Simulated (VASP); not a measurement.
Here is a VASP 6.6.1 calculation.

File INCAR:

```
PREC     = Accurate       # precision mode
ENCUT    = 520            # plane-wave cutoff, eV
EDIFF    = 1E-6           # SCF threshold, eV
ISMEAR   = 0              # smearing method
SIGMA    = 0.05           # smearing width, eV
LREAL    = False          # projectors in reciprocal space
LASPH    = True           # aspherical terms in the spheres
NELM     = 60             # most SCF steps
ALGO     = Normal         # electronic algorithm
ISIF     = 2              # what is computed and relaxed
LWAVE    = False          # write WAVECAR
LCHARG   = False          # write CHGCAR
GGA      = PE             # functional
NBANDS   = 36             # bands
```

Contents of KPOINTS:

```
regular mesh
0
Gamma
  8 8 2
```

File POSCAR:

```
AlN
1.0
    2.2015871003     -2.2015871003      0.0000000000
    2.2015871003      0.0000000000     -2.2015871003
    9.1731328121      8.6229561957      8.6229561957
Al N
6 6
Direct
    0.9670298600     -0.0329701400      0.3958000000
    0.3142465267      0.3142465267      0.2291333333
    0.6198131933      0.6198131933      0.5624666667
    0.9253798600      0.9253798600      0.8958000000
    0.2725965267      0.2725965267      0.7291333333
    0.6614631933      0.6614631933      0.0624666667
    0.6302256933      0.6302256933      0.4374666667
    0.9774423600     -0.0225576400      0.2708000000
    0.2830090267      0.2830090267      0.6041333333
    0.5885756933      0.5885756933      0.9374666667
   -0.0642076400     -0.0642076400      0.7708000000
    0.3246590267      0.3246590267      0.1041333333
```

Potentials or basis: VASP PAW PBE potentials, release 64 (Al, N).

Run with:

```console
$ cat potpaw_PBE.64/Al/POTCAR potpaw_PBE.64/N/POTCAR > POTCAR
$ mpirun -np 1 vasp_std > vasp.out
```

Task: Estimate the pressure.

Result: -0.5 GPa.

Task: What does it give for the largest force?

Result: 0.934 eV/Å.

Stress tensor (GPa, compression positive):
```
-3.23 -0.69 -0.69
-0.69  0.85  2.18
-0.69  2.18  0.85
```
